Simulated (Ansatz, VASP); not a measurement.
One calculation of SnH5, two programs

```
Sn H
1.0
     2.93135    0.00000    0.00000
    -1.46567    2.53862    0.00000
     0.00000    0.00000    8.68277
Sn H
1 5
Direct
  0.00000 0.00000 0.50000
  0.50000 0.00000 0.00000
  0.00000 0.50000 0.00000
  0.50000 0.50000 0.00000
  0.00000 0.00000 0.29398
  0.00000 0.00000 0.70602
```

Alike in both runs: task relaxation of cell and atoms; functional PBE; k mesh 12 × 12 × 6; occupations gaussian, width 0.1 eV; no spin polarisation.

|  | VASP | Ansatz |
| --- | --- | --- |
| version | VASP 6.6.1 | Ansatz 0.2.0 |
| potentials or method | VASP PAW PBE potentials, release 64 (Sn_d, H), cutoff 600 eV | scalar-relativistic, plane waves, PAW |
| valence electrons in the cell | 19 | 19 |

```csv
,VASP,Ansatz,Ansatz less VASP
"gap on the k mesh at the Fermi level, each at its own relaxed structure (eV)",none,none,-
relaxed volume (Å³/atom),10.84,11.05,+0.204
relaxed length of the cell vector where the two differ most in proportion (Å),8.691,8.853,+0.1623
```

A gap of «none» marks a metal or a gap that the smearing closes.
